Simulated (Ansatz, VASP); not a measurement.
PbS: VASP beside Ansatz

```xyz
2
Lattice="2.1127 1.2197 3.4519 -2.1127 1.2197 3.4519 0.0000 -2.4395 3.4519" Properties=species:S:1:pos:R:3 pbc="T T T"
Pb    0.0000    0.0000   10.1545
S     0.0000    0.0000    4.9194
```

Alike in both runs: task single point; functional PBEsol; k mesh 4 × 4 × 4; no spin polarisation.

```csv
,VASP,Ansatz
version,VASP 6.6.1,Ansatz 0.2.0
potentials or method,"VASP PAW PBE potentials, release 64 (Pb_d, S), cutoff 500 eV","plane waves, PAW"
occupations,"gaussian, width 0.01 eV",fixed
valence electrons in the cell,20,20
```

|  | VASP | Ansatz | Ansatz less VASP |
| --- | --- | --- | --- |
| gap on the k mesh at the Fermi level (eV) | 0.35 | 0.35 | -0.005 |

VASP's potentials were made for PBE, not for PBEsol.

The k mesh is coarse, so the values compare programs but aren't converged. Spin-orbit coupling is off throughout.
